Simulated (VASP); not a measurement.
A run of VASP 6.6.1 is set up as follows.

The input INCAR:

```
SYSTEM = Cu
PREC = Accurate
ENCUT = 520
EDIFF = 1E-6
ISMEAR = -1
SIGMA = 0.05
LREAL = .False.
LASPH = .True.
NELM = 80
ALGO = Normal
ISIF = 2
LWAVE = .False.
LCHARG = .False.
GGA = PS
NBANDS = 18
```

KPOINTS

```
regular mesh
0
Gamma
  11 11 11
  0 0 0
```

POSCAR

```
Cu
1.0
    1.2097053017     -3.9315673059      0.0000000000
    1.2097053017      3.9315673059      0.0000000000
    0.0000000000      0.0000000000      2.4640871658
Cu
2
Direct
    0.8662607187      0.1337392813      0.7500000000
    0.1337392813      0.8662607187      0.2500000000
```

Potentials or basis: VASP PAW PBE potentials, release 64 (Cu).

Launch:

```console
$ cat potpaw_PBE.64/Cu/POTCAR > POTCAR
$ mpirun -np 1 vasp_std > vasp.out
```

(1) What does it give for the band gap on the k mesh?

(2) What does it give for the largest force?

Results:

(1) zero (bands 11 and 12 overlap by 5.45 eV).

(2) 0.004 eV/Å.

Caveat: the PAW data sets were made with another functional, which shifts forces and pressure a little.
